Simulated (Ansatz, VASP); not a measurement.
# LiBr: VASP beside Ansatz

```
Li Br
1.0
     0.00000    2.73957    2.73957
     2.73957    0.00000    2.73957
     2.73957    2.73957    0.00000
Li Br
1 1
Cartesian
  0.0000 0.0000 0.0000
  2.7396 2.7396 2.7396
```

Alike in both runs: task single point; functional PBE-based screened hybrid with a share of 0.15 of exact exchange and HFSCREEN = 0.2078; k mesh 4 × 4 × 4; no spin polarisation.

|  | VASP | Ansatz |
| --- | --- | --- |
| version | VASP 6.6.1 | Ansatz 0.2.0 |
| potentials or method | VASP PAW PBE potentials, release 64 (Li_sv, Br) | plane waves |
| plane-wave cutoff (eV) | 650 | 420 |
| occupations | gaussian, width 0.01 eV | fixed |
| valence electrons in the cell | 10 | 10 |

```csv
,VASP,Ansatz,Ansatz less VASP
gap on the k mesh at the Fermi level (eV),5.72,5.72,-0.002
pressure (GPa),0.2,0.3,+0.10
```

VASP's potentials were made for PBE, not for PBE-based screened hybrid. Ansatz's warnings: stress exchange threshold loose, stress scf threshold loose.

The k mesh is coarse, so the values compare programs but aren't converged.
